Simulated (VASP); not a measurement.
# GdN (Fm-3m) in VASP: notebook

The runs below take GdN through single point, with PBE+U.

Everything below comes from runs of VASP 6.6.1. Logs are shortened: lines on timing, memory, paths and dates and some standing lists are left out, and cuts for length are marked.

## (1) The cell of the first run

The structure is cubic, space group Fm-3m (No. 225). The conventional cell has a = 4.999 Å, b = 4.999 Å, c = 4.999 Å, α = 90.00°, β = 90.00°, γ = 90.00°. Within 3.3 Å of Gd (site symmetry m-3m) lie 6 N at 2.50 Å. N (site symmetry m-3m) has 6 Gd at 2.50 Å within 3.3 Å.

## (2) Single point, PBE+U, collinear spin, ferromagnetic start

INCAR reads:

```
SYSTEM = GdN
  ALGO = Normal
  EDIFF = 1E-6
  ENCUT = 520
  GGA = PE
  ISIF = 2
  ISMEAR = 0
  ISPIN = 2
  LASPH = .True.
  LCHARG = .True.
  LDAU = .True.
  LDAUJ = 0 0
  LDAUL = 3 -1
  LDAUPRINT = 1
  LDAUTYPE = 2
  LDAUU = 6 0
  LELF = .True.
  LMAXMIX = 6
  LORBIT = 11
  LREAL = .False.
  LVHAR = .True.
  LWAVE = .False.
  MAGMOM = 7 0
  NBANDS = 22
  NELM = 150
  PREC = Accurate
  SIGMA = 0.05
```

KPOINTS reads:

```
k-points
0
Gamma
  10 10 10
  0 0 0
```

POSCAR reads:

```
GdN
1.0
    0.0000000000      2.4994985661      2.4994985661
    2.4994985661      0.0000000000      2.4994985661
    2.4994985661      2.4994985661      0.0000000000
Gd N
1 1
Direct
    0.5000000000      0.5000000000      0.5000000000
    0.0000000000      0.0000000000      0.0000000000
```

Potentials or basis: VASP PAW PBE potentials, release 64 (Gd, N).

The run is started by

```
$ cat potpaw_PBE.64/Gd/POTCAR potpaw_PBE.64/N/POTCAR > POTCAR
$ mpirun -np 1 vasp_std > vasp.out
```

OUTCAR:

```text
SYSTEM = GdN
   EDIFF = 1E-6
   ENCUT = 520
   GGA = PE
   ISIF = 2
   ISMEAR = 0
   ISPIN = 2
   LASPH = .True.
   LORBIT = 11
   LREAL = .False.
   NELM = 150
   PREC = Accurate

 ion  position               nearest neighbor table
   1  0.500  0.500  0.500-   2 2.50   2 2.50   2 2.50   2 2.50   2 2.50   2 2.50
   2  0.000  0.000  0.000-   1 2.50   1 2.50   1 2.50   1 2.50   1 2.50   1 2.50

  LATTYP: Found a face centered cubic cell.
 ALAT       =     4.9989971322

  Lattice vectors:

 A1 = (   0.0000000000,   2.4994985661,   2.4994985661)
 A2 = (   2.4994985661,   0.0000000000,   2.4994985661)
 A3 = (   2.4994985661,   2.4994985661,   0.0000000000)

Analysis of symmetry for initial positions (statically):
=====================================================================
 Subroutine PRICEL returns:
 Original cell was already a primitive cell.

 Routine SETGRP: Setting up the symmetry group for a
 face centered cubic supercell.

 Subroutine GETGRP returns: Found 48 space group operations
 (whereof 48 operations were pure point group operations)
 out of a pool of 48 trial point group operations.

The static configuration has the point symmetry O_h .

Analysis of symmetry for dynamics (positions and initial velocities):
=====================================================================
 Subroutine PRICEL returns:
 Original cell was already a primitive cell.

 Routine SETGRP: Setting up the symmetry group for a
 face centered cubic supercell.

 Subroutine GETGRP returns: Found 48 space group operations
 (whereof 48 operations were pure point group operations)
 out of a pool of 48 trial point group operations.

The dynamic configuration has the point symmetry O_h .

Analysis of structural, dynamic, and magnetic symmetry:
=====================================================================
 Subroutine PRICEL returns:
 Original cell was already a primitive cell.

 Routine SETGRP: Setting up the symmetry group for a
 face centered cubic supercell.

 Subroutine GETGRP returns: Found 48 space group operations
 (whereof 48 operations were pure point group operations)
 out of a pool of 48 trial point group operations.

The overall configuration has the point symmetry O_h .

 Subroutine INISYM returns: Found 48 space group operations
 (whereof 48 operations are pure point group operations),
 and found     1 'primitive' translations

----------------------------------------------------------------------------------------

                                     Primitive cell

  volume of cell :      31.2312

  direct lattice vectors                    reciprocal lattice vectors
     0.000000000  2.499498566  2.499498566    -0.200040123  0.200040123  0.200040123
     2.499498566  0.000000000  2.499498566     0.200040123 -0.200040123  0.200040123
     2.499498566  2.499498566  0.000000000     0.200040123  0.200040123 -0.200040123

  length of vectors
     3.534824771  3.534824771  3.534824771     0.346479656  0.346479656  0.346479656

  position of ions in fractional coordinates (direct lattice)
     0.500000000  0.500000000  0.500000000
     0.000000000  0.000000000  0.000000000

  ion indices of the primitive-cell ions
   primitive index   ion index
                 1           1
                 2           2

----------------------------------------------------------------------------------------

 KPOINTS: k-points

Automatic generation of k-mesh.
 Grid dimensions read from file:
 generate k-points for:   10   10   10

 Generating k-lattice:

  Cartesian coordinates                     Fractional coordinates (reciprocal lattice)
[... 59 lines left out ...]
   NELM   =    150;   NELMIN=  2; NELMDL= -5     # of ELM steps
   EDIFF  = 0.1E-05   stopping-criterion for ELM
   LREAL  =      F    real-space projection
   EDIFFG = 0.1E-04   stopping-criterion for IOM
   NSW    =      0    number of steps for IOM
   IBRION =     -1    ionic relax: 0-MD 1-quasi-New 2-CG
   NFREE  =      0    steps in history (QN), initial steepest desc. (CG)
   ISIF   =      2    stress and relaxation
   ISYM   =      2    0-nonsym 1-usesym 2-fastsym
   POTIM  = 0.5000    time-step for ionic-motion
   TEBEG  =    0.0;   TEEND  =   0.0 temperature during run
   PSTRESS=    0.0 pullay stress
   NELECT =      23.0000    total number of electrons
   NUPDOWN=      -1.0000    fix difference up-down
   EMIN   =  10.00;   EMAX   =-10.00  energy-range for DOS
   EFERMI =   0.00;   METHOD = LEGACY
   ISMEAR =     0;   SIGMA  =   0.05  broadening in eV -4-tet -1-fermi 0-gaus
   EFERMI_NEDOS =   21; number of points for ismear=-14 and -15
   IALGO  =     38    algorithm
   IMIX   =      4    mixing-type and parameters
     AMIX     =   0.40;   BMIX     =  1.00
     AMIX_MAG =   1.60;   BMIX_MAG =  1.00
  volume/ion in A,a.u.               =      15.62       105.38
  Fermi-wavevector in a.u.,A,eV,Ry     =   1.478386  2.793745 29.737242  2.185626
  Thomas-Fermi vector in A             =   2.592674
   LORBIT       =     11    0 simple, 1 ext, 2 COOP (PROOUT), +10 PAW based schemes
 LDA+U is selected, type is set to LDAUTYPE =  2
   angular momentum for each species LDAUL =     3   -1
   U (eV)           for each species LDAUU =   6.0  0.0
   J (eV)           for each species LDAUJ =   0.0  0.0
   GGA     = PE    functional components
   LHFCALC =     F    Hartree Fock is set to
   AEXX    =    0.0000 exact exchange contribution
   IVDW    =     0    specifies the selected vdW correction
   LEPSILON=     F    determine dielectric tensor
   LRPA    =     F    only Hartree local field effects (RPA)
 spin polarized calculation
 Gauss-broadening in eV      SIGMA  =   0.05
  energy-cutoff  :      520.00
  volume of cell :       31.23
 maximum number of plane-waves:       869
 NGX is ok and might be reduce to    28
   NGX = 13   NGY = 13   NGZ = 13

atom =   1  type =  1  l = 3

 onsite density matrix

spin component  1

  0.9918  0.0000  0.0011 -0.0000  0.0000  0.0000  0.0000
  0.0000  0.9892  0.0000 -0.0000 -0.0000 -0.0000 -0.0000
  0.0011  0.0000  0.9913  0.0000  0.0000  0.0000 -0.0000
 -0.0000 -0.0000  0.0000  0.9927 -0.0000 -0.0000 -0.0000
  0.0000 -0.0000  0.0000 -0.0000  0.9913  0.0000 -0.0011
  0.0000 -0.0000  0.0000 -0.0000  0.0000  0.9905  0.0000
  0.0000 -0.0000 -0.0000 -0.0000 -0.0011  0.0000  0.9918

spin component  2

  0.0076 -0.0000  0.0033 -0.0000 -0.0000  0.0000 -0.0000
 -0.0000  0.0004 -0.0000  0.0000  0.0000  0.0000  0.0000
  0.0033 -0.0000  0.0059  0.0000  0.0000 -0.0000 -0.0000
 -0.0000  0.0000  0.0000  0.0102 -0.0000  0.0000  0.0000
 -0.0000  0.0000  0.0000 -0.0000  0.0059 -0.0000 -0.0033
  0.0000  0.0000 -0.0000  0.0000 -0.0000  0.0034 -0.0000
 -0.0000  0.0000 -0.0000  0.0000 -0.0033 -0.0000  0.0076

 occupancies and eigenvectors

  o =  0.0004  v =  0.0000  0.0000  0.0000  0.0000  0.0000  0.0000  0.0000  0.0000 -1.0000 -0.0000  0.0000  0.0000 -0.0000  0.0000      0.0000  0.0000  0.0000  0.0000  0.0000  0.0000  0.0000  0.0000  0.0000  0.0000  0.0000  0.0000  0.0000  0.0000
  o =  0.0034  v =  0.0000  0.0000  0.0000  0.0000  0.0000  0.0000  0.0000  0.6124  0.0000 -0.7906  0.0000  0.0019 -0.0004  0.0014      0.0000  0.0000  0.0000  0.0000  0.0000  0.0000  0.0000  0.0000  0.0000  0.0000  0.0000  0.0000  0.0000  0.0000
  o =  0.0034  v =  0.0000  0.0000  0.0000  0.0000  0.0000  0.0000  0.0000  0.0014 -0.0000 -0.0019  0.0000 -0.7906 -0.0002 -0.6124      0.0000  0.0000  0.0000  0.0000  0.0000  0.0000  0.0000  0.0000  0.0000  0.0000  0.0000  0.0000  0.0000  0.0000
  o =  0.0034  v =  0.0000  0.0000  0.0000  0.0000  0.0000  0.0000  0.0000 -0.0003  0.0000  0.0003  0.0000  0.0002 -1.0000  0.0001      0.0000  0.0000  0.0000  0.0000  0.0000  0.0000  0.0000  0.0000  0.0000  0.0000  0.0000  0.0000  0.0000  0.0000
  o =  0.0102  v =  0.0000  0.0000  0.0000  0.0000  0.0000  0.0000  0.0000  0.0017  0.0000  0.0013 -0.0003 -0.6124  0.0000  0.7906      0.0000  0.0000  0.0000  0.0000  0.0000  0.0000  0.0000  0.0000  0.0000  0.0000  0.0000  0.0000  0.0000  0.0000
  o =  0.0102  v =  0.0000  0.0000  0.0000  0.0000  0.0000  0.0000  0.0000  0.7906 -0.0000  0.6124 -0.0000  0.0013 -0.0000 -0.0017      0.0000  0.0000  0.0000  0.0000  0.0000  0.0000  0.0000  0.0000  0.0000  0.0000  0.0000  0.0000  0.0000  0.0000
  o =  0.0102  v =  0.0000  0.0000  0.0000  0.0000  0.0000  0.0000  0.0000 -0.0000  0.0000 -0.0000 -1.0000  0.0002 -0.0000 -0.0002      0.0000  0.0000  0.0000  0.0000  0.0000  0.0000  0.0000  0.0000  0.0000  0.0000  0.0000  0.0000  0.0000  0.0000
  o =  0.9892  v =  0.0000 -1.0000  0.0000 -0.0000 -0.0000  0.0000 -0.0000  0.0000  0.0000  0.0000  0.0000  0.0000  0.0000  0.0000      0.0000  0.0000  0.0000  0.0000  0.0000  0.0000  0.0000  0.0000  0.0000  0.0000  0.0000  0.0000  0.0000  0.0000
  o =  0.9905  v =  0.0000 -0.0000  0.0000 -0.0000 -0.0136 -0.9999 -0.0105  0.0000  0.0000  0.0000  0.0000  0.0000  0.0000  0.0000      0.0000  0.0000  0.0000  0.0000  0.0000  0.0000  0.0000  0.0000  0.0000  0.0000  0.0000  0.0000  0.0000  0.0000
  o =  0.9905  v =  0.0000 -0.0000 -0.0000  0.0000  0.7905 -0.0172  0.6123  0.0000  0.0000  0.0000  0.0000  0.0000  0.0000  0.0000      0.0000  0.0000  0.0000  0.0000  0.0000  0.0000  0.0000  0.0000  0.0000  0.0000  0.0000  0.0000  0.0000  0.0000
  o =  0.9905  v = -0.6124  0.0000  0.7906 -0.0000  0.0000  0.0000  0.0000  0.0000  0.0000  0.0000  0.0000  0.0000  0.0000  0.0000      0.0000  0.0000  0.0000  0.0000  0.0000  0.0000  0.0000  0.0000  0.0000  0.0000  0.0000  0.0000  0.0000  0.0000
  o =  0.9927  v =  0.0000  0.0000 -0.0000 -0.9818  0.1163  0.0000 -0.1501  0.0000  0.0000  0.0000  0.0000  0.0000  0.0000  0.0000      0.0000  0.0000  0.0000  0.0000  0.0000  0.0000  0.0000  0.0000  0.0000  0.0000  0.0000  0.0000  0.0000  0.0000
  o =  0.9927  v =  0.0000 -0.0000  0.0000  0.1899  0.6012 -0.0000 -0.7762  0.0000  0.0000  0.0000  0.0000  0.0000  0.0000  0.0000      0.0000  0.0000  0.0000  0.0000  0.0000  0.0000  0.0000  0.0000  0.0000  0.0000  0.0000  0.0000  0.0000  0.0000
  o =  0.9927  v = -0.7906 -0.0000 -0.6124  0.0000 -0.0000 -0.0000 -0.0000  0.0000  0.0000  0.0000  0.0000  0.0000  0.0000  0.0000      0.0000  0.0000  0.0000  0.0000  0.0000  0.0000  0.0000  0.0000  0.0000  0.0000  0.0000  0.0000  0.0000  0.0000

 number of electron      23.0000005 magnetization       6.9998911

 Free energy of the ion-electron system (eV)
  ---------------------------------------------------
  ext. energy  EPLUGINS =         0.00000000
  ---------------------------------------------------
  free energy    TOTEN  =       -22.81225594 eV

  energy without entropy =      -22.81207826  energy(sigma->0) =      -22.81216710

 E-fermi :   3.7076     XC(G=0): -11.5379

 val. band max:        3.7068883480   @ k =   0.1000   0.1000   0.0000
 cond. band min:       3.9455802030   @ k =   0.0000   0.0000   0.0000
 fundamental gap:      0.2386918550
 Fermi energy:         3.7075935061

 spin component 1

 k-point     1 :       0.0000    0.0000    0.0000
  band No.  band energies     occupation
      1     -39.9734      1.00000
      2     -16.9665      1.00000
      3     -16.9665      1.00000
      4     -16.9665      1.00000
      5      -9.0804      1.00000
      6      -2.5558      1.00000
[... 1193 lines left out ...]
     21      14.5259      0.00000
     22      18.0210      0.00000

 [... further k-points ...]
[... 5 lines left out ...]
  --------------------------------------------------------------------------------------
  -------------------------------------------------------------------------------------
  Total        0.1231539      0.1231539      0.1231539     -0.0000000      0.0000000      0.0000000
  in kB        6.3178616      6.3178616      6.3178616     -0.0000000      0.0000000      0.0000000
  external PRESSURE =       6.3178616 kB  Pullay stress =       0.0000000 kB

 VOLUME and BASIS-vectors are now :
 -----------------------------------------------------------------------------
  energy-cutoff  :      520.00
  volume of cell :       31.23
      direct lattice vectors                 reciprocal lattice vectors
     0.000000000  2.499498566  2.499498566    -0.200040123  0.200040123  0.200040123
     2.499498566  0.000000000  2.499498566     0.200040123 -0.200040123  0.200040123
     2.499498566  2.499498566  0.000000000     0.200040123  0.200040123 -0.200040123

 POSITION                                       TOTAL-FORCE (eV/Angst)
 -----------------------------------------------------------------------------------
      2.49950      2.49950      2.49950         0.000000     -0.000000      0.000000
      0.00000      0.00000      0.00000        -0.000000      0.000000     -0.000000
 -----------------------------------------------------------------------------------
    total drift:                                0.000000      0.000000      0.000000

  FREE ENERGIE OF THE ION-ELECTRON SYSTEM (eV)
  ---------------------------------------------------
  free  energy   TOTEN  =       -22.8122559402 eV

  energy  without entropy=      -22.8120782552  energy(sigma->0) =      -22.81216710

 total charge

# of ion       s       p       d       f       tot
--------------------------------------------------
    1        2.035   5.667   0.538   6.972  15.213
    2        1.248   2.385   0.000   0.000   3.634
--------------------------------------------------
tot          3.283   8.053   0.538   6.972  18.847

 magnetization (x)

# of ion       s       p       d       f       tot
--------------------------------------------------
    1       -0.006  -0.086   0.071   6.893   6.872
    2       -0.009  -0.106   0.000   0.000  -0.115
--------------------------------------------------
tot         -0.015  -0.192   0.071   6.893   6.757
```

It took 93 s on 1 thread of Intel Xeon Platinum 8259CL at 2.50GHz (Skylake/Cascade Lake), shared host; peak memory 0.22 GiB.

Results:

- Free energy: -22.8123 eV
- Pressure: 0.6 GPa
- Band gap on the k mesh: zero (filled and empty bands overlap)
- Net moment: 7.00 μB per cell
- Site moments: Gd +6.87; N -0.12 μB
- Valence electrons inside the program's atomic spheres: Gd 15.21; N 3.63

Eigenvalues of the final occupation matrices:
| site | spin | trace | eigenvalues |
| --- | --- | --- | --- |
| site 1 f | 1 | 6.94 | 0.99 0.99 0.99 0.99 0.99 0.99 0.99 |
| site 1 f | 2 | 0.04 | 0.00 0.00 0.00 0.00 0.01 0.01 0.01 |

Caveat: spin-orbit coupling is left out, which moves the levels of the heavy elements; a cell with one magnetic atom can't hold antiferromagnetic order, which such compounds often take. The state reached can hang on the start; a lower one may exist.

## (3) Single point, PBE+U, collinear spin, ferromagnetic start

INCAR reads:

```
SYSTEM = GdN
  PREC = Accurate
  ENCUT = 520
  EDIFF = 1E-6
  ISMEAR = 0
  SIGMA = 0.05
  LREAL = .False.
  LASPH = .True.
  NELM = 150
  ALGO = Normal
  ISIF = 2
  LWAVE = .False.
  LCHARG = .False.
  ISPIN = 2
  MAGMOM = 7.63 0
  LORBIT = 11
  LMAXMIX = 6
  LDAU = .True.
  LDAUTYPE = 2
  LDAUL = 3 -1
  LDAUU = 6 0
  LDAUJ = 0 0
  LDAUPRINT = 1
  GGA = PE
  NBANDS = 22
```

KPOINTS reads:

```
regular mesh
0
Gamma
  10 10 10
  0 0 0
```

POSCAR is that of step 2.

Potentials or basis: VASP PAW PBE potentials, release 64 (Gd, N).

The run is started by

```
$ cat potpaw_PBE.64/Gd/POTCAR potpaw_PBE.64/N/POTCAR > POTCAR
$ mpirun -np 1 vasp_std > vasp.out
```

Run time: 96 s. Hardware: 1 thread of Intel Xeon Platinum 8259CL at 2.50GHz (Skylake/Cascade Lake), shared host; peak memory 0.22 GiB.

The run converged. Its results:

```
Free energy                                           : -22.8123 eV
Pressure                                              : 0.5 GPa
Band gap on the k mesh                                : zero (filled and empty bands overlap)
Net moment                                            : 7.00 μB per cell
Site moments                                          : Gd +6.87; N -0.12 μB
Valence electrons inside the program's atomic spheres : Gd 15.21; N 3.63
```

Levels at points of the mesh, in eV from the Fermi level:
Spin up:
```csv
k point,band 13,band 14,band 15,band 16,band 17,band 18
"(0.00, 0.00, 0.00)",0.24,0.24,0.24,2.65,2.65,2.65
"(0.50, 0.00, 0.00)",-4.15,-2.34,-2.34,5.26,5.98,5.98
"(0.50, 0.50, 0.00)",-1.25,-0.28,-0.15,-0.15,6.60,6.64
```
Spin down:
| k point | band 6 | band 7 | band 8 | band 9 | band 10 | band 11 |
| --- | --- | --- | --- | --- | --- | --- |
| (0.00, 0.00, 0.00) | -0.34 | -0.34 | -0.34 | 3.47 | 3.47 | 3.47 |
| (0.50, 0.00, 0.00) | -3.91 | -2.25 | -2.25 | 4.52 | 4.89 | 4.89 |
| (0.50, 0.50, 0.00) | -0.96 | -0.42 | -0.42 | 0.38 | 4.96 | 4.99 |

Eigenvalues of the final occupation matrices:
```tsv
site	spin	trace	eigenvalues
site 1 f	1	6.94	0.99 0.99 0.99 0.99 0.99 0.99 0.99
site 1 f	2	0.04	0.00 0.00 0.00 0.00 0.01 0.01 0.01
```

Caveat: spin-orbit coupling is left out, which moves the levels of the heavy elements; a cell with one magnetic atom can't hold antiferromagnetic order, which such compounds often take. The state reached can hang on the start; a lower one may exist.

(Continued in part 2 of 2.)
